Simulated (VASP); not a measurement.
CuO, 4 atoms in the cell. It takes space group Cccm (No. 66, orthorhombic). The conventional cell has a = 4.029 Å, b = 4.044 Å, c = 5.041 Å, α = 90.00°, β = 90.00°, γ = 90.00°. Within 2.5 Å of Cu (site symmetry 2/m) lie 4 O at 1.90 Å. O (site symmetry 222) has 4 Cu at 1.90 Å within 2.5 Å. 

* Program: VASP 6.6.1
* Task: single point
* Functional: LDA
* Potentials or basis: VASP PAW LDA potentials, release 64 (Cu_sv_GW, O)
* Cutoff: 700 eV
* k mesh: 9 × 9 × 5
* Occupations: fermi-dirac, width 0.05 eV
* Spin: no spin polarisation
* Dipole correction: no
* Second run: valence_matched
* Further INCAR settings: ALGO = Normal; EDIFF = 1e-06; NBANDS = 33

Potentials or basis: VASP PAW LDA potentials, release 64 (Cu_sv_GW, O).

Command:

```bash
$ cat potpaw_LDA.64/Cu_sv_GW/POTCAR potpaw_LDA.64/O/POTCAR > POTCAR
$ mpirun -np 1 vasp_std > vasp.out
```

Hardware: 1 thread of Intel(R) Xeon(R) Platinum 8488C (Sapphire Rapids), on a shared host.

**Question.** How long does it take, and how much memory?

**Answer.** It took 3.9 min on 1 thread of Intel(R) Xeon(R) Platinum 8488C (Sapphire Rapids), on a shared host, peak memory 0.27 GiB. Counts: scf iterations 14, k points 75.
